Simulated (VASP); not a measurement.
# TiHgO3 (Pm-3m) in VASP: single point with LDA

Aim: the single point of TiHgO3 with LDA.

Everything below comes from runs of VASP 6.6.1. Logs are shortened: lines on timing, memory, paths and dates and some standing lists are left out, and cuts for length are marked.

### 1 The cell of the first run

The structure is cubic, space group Pm-3m (No. 221). Conventional cell: a = 3.921 Å, b = 3.921 Å, c = 3.921 Å, α = 90.00°, β = 90.00°, γ = 90.00°. Within 2.6 Å of Ti (site symmetry m-3m) lie 6 O at 1.96 Å. Within 3.7 Å of Hg (site symmetry m-3m) lie 12 O at 2.77 Å and 8 Ti at 3.40 Å. Within 2.6 Å of O (site symmetry 4/mmm) lie 2 Ti at 1.96 Å.

### 2 Single point, LDA

Contents of INCAR:

```
PREC = Accurate
ENCUT = 600
EDIFF = 1E-6
ISMEAR = 0
SIGMA = 0.01
LREAL = False
LASPH = True
NELM = 120
ALGO = Normal
ISIF = 2
LWAVE = False
LCHARG = False
NBANDS = 29
GGA_COMPAT = False
```

Contents of KPOINTS:

```
Automatic mesh
0
Gamma
  2 2 2
```

Contents of POSCAR:

```
TiHgO3
1.0
    3.9213100000      0.0000000000      0.0000000000
    0.0000000000      3.9213100000      0.0000000000
    0.0000000000      0.0000000000      3.9213100000
Ti Hg O
1 1 3
Direct
    0.5000000000      0.5000000000      0.5000000000
    0.0000000000      0.0000000000      0.0000000000
    0.5000000000      0.5000000000      0.0000000000
    0.5000000000      0.0000000000      0.5000000000
    0.0000000000      0.5000000000      0.5000000000
```

Potentials or basis: VASP PAW LDA potentials, release 64 (Ti_sv, Hg, O).

Run with:

```console
$ cat potpaw_LDA.64/Ti_sv/POTCAR potpaw_LDA.64/Hg/POTCAR potpaw_LDA.64/O/POTCAR > POTCAR
$ mpirun -np 1 vasp_std > vasp.out
```

OUTCAR:

```text
PREC = Accurate
   ENCUT = 600
   EDIFF = 1E-6
   ISMEAR = 0
   LREAL = False
   LASPH = True
   NELM = 120
   ISIF = 2

 ion  position               nearest neighbor table
   1  0.500  0.500  0.500-   3 1.96   4 1.96   5 1.96   3 1.96   4 1.96   5 1.96   2 3.40   2 3.40
                             2 3.40   2 3.40   2 3.40   2 3.40   2 3.40   2 3.40
   2  0.000  0.000  0.000-   3 2.77   4 2.77   5 2.77   4 2.77   5 2.77   3 2.77   5 2.77   5 2.77
                             3 2.77   4 2.77   4 2.77   3 2.77   1 3.40   1 3.40   1 3.40   1 3.40
   3  0.500  0.500  0.000-   1 1.96   1 1.96   2 2.77   2 2.77   2 2.77   2 2.77
   4  0.500  0.000  0.500-   1 1.96   1 1.96   2 2.77   2 2.77   2 2.77   2 2.77
   5  0.000  0.500  0.500-   1 1.96   1 1.96   2 2.77   2 2.77   2 2.77   2 2.77

  LATTYP: Found a simple cubic cell.
 ALAT       =     3.9213100000

  Lattice vectors:

 A1 = (   3.9213100000,   0.0000000000,   0.0000000000)
 A2 = (   0.0000000000,   3.9213100000,   0.0000000000)
 A3 = (   0.0000000000,   0.0000000000,   3.9213100000)

Analysis of symmetry for initial positions (statically):
=====================================================================
 Subroutine PRICEL returns:
 Original cell was already a primitive cell.

 Routine SETGRP: Setting up the symmetry group for a
 simple cubic supercell.

 Subroutine GETGRP returns: Found 48 space group operations
 (whereof 48 operations were pure point group operations)
 out of a pool of 48 trial point group operations.

The static configuration has the point symmetry O_h .

Analysis of symmetry for dynamics (positions and initial velocities):
=====================================================================
 Subroutine PRICEL returns:
 Original cell was already a primitive cell.

 Routine SETGRP: Setting up the symmetry group for a
 simple cubic supercell.

 Subroutine GETGRP returns: Found 48 space group operations
 (whereof 48 operations were pure point group operations)
 out of a pool of 48 trial point group operations.

The dynamic configuration has the point symmetry O_h .

 Subroutine INISYM returns: Found 48 space group operations
 (whereof 48 operations are pure point group operations),
 and found     1 'primitive' translations

----------------------------------------------------------------------------------------

                                     Primitive cell

  volume of cell :      60.2967

  direct lattice vectors                    reciprocal lattice vectors
     3.921310000  0.000000000  0.000000000     0.255016818  0.000000000  0.000000000
     0.000000000  3.921310000  0.000000000     0.000000000  0.255016818  0.000000000
     0.000000000  0.000000000  3.921310000     0.000000000  0.000000000  0.255016818

  length of vectors
     3.921310000  3.921310000  3.921310000     0.255016818  0.255016818  0.255016818

  position of ions in fractional coordinates (direct lattice)
     0.500000000  0.500000000  0.500000000
     0.000000000  0.000000000  0.000000000
     0.500000000  0.500000000  0.000000000
     0.500000000  0.000000000  0.500000000
     0.000000000  0.500000000  0.500000000

  ion indices of the primitive-cell ions
   primitive index   ion index
                 1           1
                 2           2
                 3           3
                 4           4
                 5           5

----------------------------------------------------------------------------------------

 KPOINTS: Automatic mesh

Automatic generation of k-mesh.
 Grid dimensions read from file:
 generate k-points for:    2    2    2

 Generating k-lattice:

  Cartesian coordinates                     Fractional coordinates (reciprocal lattice)
     0.127508409  0.000000000  0.000000000     0.500000000  0.000000000  0.000000000
     0.000000000  0.127508409  0.000000000     0.000000000  0.500000000  0.000000000
     0.000000000  0.000000000  0.127508409     0.000000000  0.000000000  0.500000000

  Length of vectors
     0.127508409  0.127508409  0.127508409

  Shift w.r.t. Gamma in fractional coordinates (k-lattice)
     0.000000000  0.000000000  0.000000000

 Subroutine IBZKPT returns following result:
 ===========================================

 Found      4 irreducible k-points:

 Following reciprocal coordinates:
            Coordinates               Weight
  0.000000  0.000000  0.000000      1.000000
  0.500000  0.000000  0.000000      3.000000
  0.500000  0.500000  0.000000      3.000000
  0.500000  0.500000  0.500000      1.000000
   k-points           NKPTS =      4   k-points in BZ     NKDIM =      4   number of bands    NBANDS=     29
   number of dos      NEDOS =    301   number of ions     NIONS =      5
   total plane-waves  NPLWV =  32768
   dimension x,y,z NGX =    32 NGY =   32 NGZ =   32
   dimension x,y,z NGXF=    64 NGYF=   64 NGZF=   64
   ions per type =               1   1   3
   NGX,Y,Z   is equivalent  to a cutoff of  13.57, 13.57, 13.57 a.u.
   NGXF,Y,Z  is equivalent  to a cutoff of  27.13, 27.13, 27.13 a.u.
 SYSTEM =  unknown system
   PREC   = accura    normal or accurate (medium, high low for compatibility)
   ISTART =      0    job   : 0-new  1-cont  2-samecut
   ICHARG =      2    charge: 1-file 2-atom 10-const
   ISPIN  =      1    spin polarized calculation?
   LNONCOLLINEAR =      F non collinear calculations
   LSORBIT =      F    spin-orbit coupling
   LASPH  =      T    aspherical Exc in radial PAW
   ENCUT  =  600.0 eV  44.10 Ry    6.64 a.u.   7.83  7.83  7.83*2*pi/ulx,y,z
   NELM   =    120;   NELMIN=  2; NELMDL= -5     # of ELM steps
   EDIFF  = 0.1E-05   stopping-criterion for ELM
   LREAL  =      F    real-space projection
   EDIFFG = 0.1E-04   stopping-criterion for IOM
   NSW    =      0    number of steps for IOM
   IBRION =     -1    ionic relax: 0-MD 1-quasi-New 2-CG
   NFREE  =      0    steps in history (QN), initial steepest desc. (CG)
   ISIF   =      2    stress and relaxation
   ISYM   =      2    0-nonsym 1-usesym 2-fastsym
   POTIM  = 0.5000    time-step for ionic-motion
   TEBEG  =    0.0;   TEEND  =   0.0 temperature during run
   PSTRESS=    0.0 pullay stress
   NELECT =      42.0000    total number of electrons
   NUPDOWN=      -1.0000    fix difference up-down
   EMIN   =  10.00;   EMAX   =-10.00  energy-range for DOS
   EFERMI =   0.00;   METHOD = LEGACY
   ISMEAR =     0;   SIGMA  =   0.01  broadening in eV -4-tet -1-fermi 0-gaus
   EFERMI_NEDOS =   21; number of points for ismear=-14 and -15
   IALGO  =     38    algorithm
   IMIX   =      4    mixing-type and parameters
     AMIX     =   0.40;   BMIX     =  1.00
     AMIX_MAG =   1.60;   BMIX_MAG =  1.00
  volume/ion in A,a.u.               =      12.06        81.38
  Fermi-wavevector in a.u.,A,eV,Ry     =   1.451198  2.742367 28.653549  2.105976
  Thomas-Fermi vector in A             =   2.568723
   LORBIT       =      0    0 simple, 1 ext, 2 COOP (PROOUT), +10 PAW based schemes
   GGA     = CA    functional components
   LHFCALC =     F    Hartree Fock is set to
   AEXX    =    0.0000 exact exchange contribution
   IVDW    =     0    specifies the selected vdW correction
   LEPSILON=     F    determine dielectric tensor
   LRPA    =     F    only Hartree local field effects (RPA)
 non-spin polarized calculation
 Gauss-broadening in eV      SIGMA  =   0.01
  energy-cutoff  :      600.00
  volume of cell :       60.30
 maximum number of plane-waves:      2040
 NGX is ok and might be reduce to    32
   NGX = 15   NGY = 15   NGZ = 15

 number of electron      41.9999974 magnetization

 Free energy of the ion-electron system (eV)
  ---------------------------------------------------
  ext. energy  EPLUGINS =         0.00000000
  ---------------------------------------------------
  free energy    TOTEN  =       -34.96044889 eV

  energy without entropy =      -34.95852061  energy(sigma->0) =      -34.95948475

 E-fermi :   3.0504     XC(G=0): -12.0194

 val. band max:        2.9836693275   @ k =   0.5000   0.5000   0.5000
 cond. band min:       3.0534716407   @ k =   0.5000   0.5000   0.0000
 fundamental gap:      0.0698023132
 Fermi energy:         3.0504259387

 k-point     1 :       0.0000    0.0000    0.0000
  band No.  band energies     occupation
      1     -53.3807      2.00000
      2     -29.9869      2.00000
      3     -29.9869      2.00000
      4     -29.9869      2.00000
      5     -14.3560      2.00000
      6     -13.2170      2.00000
[... 21 lines left out ...]
     28      14.2950      0.00000
     29      14.2950      0.00000

 k-point     2 :       0.5000    0.0000    0.0000
  band No.  band energies     occupation
      1     -53.3792      2.00000
      2     -30.0506      2.00000
      3     -29.9845      2.00000
      4     -29.9845      2.00000
      5     -13.9008      2.00000
      6     -13.1699      2.00000
[... 21 lines left out ...]
     28       9.4270      0.00000
     29      13.2830      0.00000

 k-point     3 :       0.5000    0.5000    0.0000
  band No.  band energies     occupation
      1     -53.3778      2.00000
      2     -30.0474      2.00000
      3     -30.0474      2.00000
      4     -29.9820      2.00000
      5     -13.5453      2.00000
      6     -12.8784      2.00000
[... 21 lines left out ...]
     28      10.7723      0.00000
     29      10.7723      0.00000

 k-point     4 :       0.5000    0.5000    0.5000
  band No.  band energies     occupation
      1     -53.3764      2.00000
      2     -30.0447      2.00000
      3     -30.0447      2.00000
      4     -30.0447      2.00000
      5     -12.8664      2.00000
      6     -12.8664      2.00000
[... 21 lines left out ...]
     28      12.5722      0.00000
     29      12.5722      0.00000

------------------------ aborting loop because EDIFF is reached ----------------------------------------

  FORCE on cell =-STRESS in cart. coord.  units (eV):
  Direction    XX          YY          ZZ          XY          YZ          ZX
  --------------------------------------------------------------------------------------
  -------------------------------------------------------------------------------------
  Total       -3.4921897     -3.4921897     -3.4921897     -0.0000000     -0.0000000      0.0000000
  in kB      -92.7929278    -92.7929278    -92.7929278     -0.0000000     -0.0000000      0.0000000
  external PRESSURE =     -92.7929278 kB  Pullay stress =       0.0000000 kB

 VOLUME and BASIS-vectors are now :
 -----------------------------------------------------------------------------
  energy-cutoff  :      600.00
  volume of cell :       60.30
      direct lattice vectors                 reciprocal lattice vectors
     3.921310000  0.000000000  0.000000000     0.255016818  0.000000000  0.000000000
     0.000000000  3.921310000  0.000000000     0.000000000  0.255016818  0.000000000
     0.000000000  0.000000000  3.921310000     0.000000000  0.000000000  0.255016818

 POSITION                                       TOTAL-FORCE (eV/Angst)
 -----------------------------------------------------------------------------------
      1.96066      1.96066      1.96066         0.000000      0.000000      0.000000
      0.00000      0.00000      0.00000         0.000000      0.000000      0.000000
      1.96066      1.96066      0.00000         0.000000      0.000000      0.000000
      1.96066      0.00000      1.96066         0.000000      0.000000      0.000000
      0.00000      1.96066      1.96066         0.000000      0.000000      0.000000
 -----------------------------------------------------------------------------------
    total drift:                                0.000000     -0.000000     -0.000000

  FREE ENERGIE OF THE ION-ELECTRON SYSTEM (eV)
  ---------------------------------------------------
  free  energy   TOTEN  =       -34.9604488893 eV

  energy  without entropy=      -34.9585206103  energy(sigma->0) =      -34.95948475
```

Wall time 7 s (1 thread of Intel Xeon 6975P-C (Granite Rapids), shared host); peak memory 0.15 GiB.

Results:

```
Free energy            : -34.9604 eV
Pressure               : -9.3 GPa
Band gap on the k mesh : zero (bands 21 and 22 overlap by 0.74 eV)
```

Caveat: the k points lie up to 0.80 Å⁻¹ apart, too coarse for converged energies and pressures of a metal; spin-orbit coupling is left out, which moves the levels of the heavy elements; semilocal functionals often make such compounds metallic where correlation or magnetic order opens a gap, which also shifts bond lengths.
